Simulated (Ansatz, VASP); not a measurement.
# One calculation of MoS, two programs

The input INCAR:

```
ALGO = Normal
EDIFF = 1E-7
ENCUT = 520
GGA = PE
ISIF = 2
ISMEAR = 0
LASPH = T
LCHARG = F
LDAU = T
LDAUJ = 0 0
LDAUL = 2 -1
LDAUPRINT = 1
LDAUTYPE = 2
LDAUU = 4.38 0
LMAXMIX = 4
LREAL = F
LWAVE = F
NBANDS = 17
NELM = 150
PREC = Accurate
SIGMA = 0.1
```

File KPOINTS:

```
k-points
0
Gamma
  12 12 12
```

File POSCAR:

```
MoS
1.0
    0.0000000000      2.9755887184      2.9755887184
    2.9755887184      0.0000000000      2.9755887184
    2.9755887184      2.9755887184      0.0000000000
Mo S
1 1
Direct
    0.0000000000      0.0000000000      0.0000000000
    0.2500000000      0.2500000000      0.2500000000
```

Input for Ansatz:

```yaml
crystal:
  lattice:
    - [0.0, 2.9755887196, 2.9755887196]
    - [2.9755887196, 0.0, 2.9755887196]
    - [2.9755887196, 2.9755887196, 0.0]
  atoms:
    - { symbol: Mo, position: [0.0, 0.0, 0.0] }
    - { symbol: S, position: [0.25, 0.25, 0.25] }
basis:
  ecutwfc: 420
kpoints:
  mp_grid: { grid: [12, 12, 12] }
hamiltonian:
  xc: pbe
  hubbard: { sites: [{ species: Mo, l: d, u_eff: 4.38 }] }
scf:
  occupations: { method: gaussian, width: 0.1 }
output:
  forces: true
  stress: true
  eigenvalues: true
  write_density: true
  write_potential: true
  elf: true
  volumetric_format: npy
```

Alike in both runs: task single point; functional PBE; k mesh 12 × 12 × 12; occupations gaussian, width 0.1 eV; no spin polarisation; Hubbard terms Mo d U = 4.38 eV.

|  | VASP | Ansatz |
| --- | --- | --- |
| version | VASP 6.6.1 | Ansatz 0.2.0 |
| potentials or method | VASP PAW PBE potentials, release 64 (Mo_sv, S), cutoff 520 eV | scalar-relativistic, plane waves, PAW |
| valence electrons in the cell | 20 | 20 |

```csv
,VASP,Ansatz,Ansatz less VASP
gap on the k mesh at the Fermi level (eV),0.35,1.30,+0.950
least direct gap on the mesh (eV),0.35,1.32,+0.972
pressure (GPa),-7.8,-7.2,+0.65
```

The programs project onto different local orbitals, so the same U acts differently, and such runs can settle in different states.
